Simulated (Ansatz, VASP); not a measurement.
**One calculation of Cu, two programs**

```
Cu
1.0
     0.00000    1.75882    1.75882
     1.75882    0.00000    1.75882
     1.75882    1.75882    0.00000
Cu
1
Direct
  0.00000 0.00000 0.00000
```

Alike in both runs: task single point; functional LDA; k mesh 15 × 15 × 15; occupations fermi-dirac, width 1 eV; no spin polarisation.

```csv
,VASP,Ansatz
version,VASP 6.6.1,Ansatz 0.2.0
potentials or method,"VASP PAW LDA potentials, release 64 (Cu), cutoff 520 eV","plane waves (420 eV) with PAW, scalar-relativistic"
valence electrons in the cell,11,19
```

```csv
,VASP,Ansatz,Ansatz less VASP
pressure (GPa),11.7,11.2,-0.55
```

Ansatz warns that its potentials were made for another functional, while VASP's fit it. LDA's correlation is that of Perdew and Zunger in VASP and of Perdew and Wang (1992) in Ansatz. VASP's potentials hold 11 valence electrons a cell and Ansatz's 19, so a difference there can come from the potentials and not from the codes.
